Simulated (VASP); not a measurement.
# Cd: single point with PBE

Cd:

```
Cd
1.0
     2.90440    0.00000    0.00000
    -1.45220    2.51528    0.00000
     0.00000    0.00000    5.61765
Cd
2
Direct
  0.33333 0.66667 0.25000
  0.66667 0.33333 0.75000
```

This cell differs from its parent crystal: strain -0.025 along x and y, +0.000 along z.

```
Program             : VASP 6.6.1
Task                : single point
Functional          : PBE
Potentials or basis : VASP PAW PBE potentials, release 64 (Cd)
Cutoff              : 500 eV
k mesh              : 18 × 18 × 8
Occupations         : gaussian, width 0.15 eV
Spin                : no spin polarisation
```

- Pressure: 7.5 GPa
- Band gap on the k mesh: zero (bands 12 and 13 overlap by 5.00 eV)

Stress tensor (GPa, compression positive):
```
8.75 0.00 0.00
0.00 8.75 0.00
0.00 0.00 5.00
```

Levels at points of the mesh, in eV from the Fermi level:
```
           k point  band 8  band 9  band 10  band 11  band 12  band 13  band 14  band 15  band 16  band 17
(0.00, 0.00, 0.00)   -8.83   -8.83    -8.59    -8.59    -3.41    -3.31    10.15    14.71    14.90    15.87
(0.50, 0.00, 0.00)   -8.64   -8.27    -8.24    -2.45    -1.78     1.94     3.04     3.35     5.31     8.91
(0.00, 0.00, 0.50)   -8.70   -8.70    -8.70    -7.73    -7.73     3.41     3.41    15.20    15.20    16.78
(0.50, 0.00, 0.50)   -8.62   -8.25    -8.25    -1.69    -1.69     0.27     0.27     8.04     8.04    10.55
```

Run time: 88 s on 1 thread of Intel(R) Xeon(R) Platinum 8488C (Sapphire Rapids) (shared host), peak memory 0.24 GiB.

Caveat: the cell differs from its parent crystal (strain -0.025 along x and y, +0.000 along z); the cell stands under pressure.
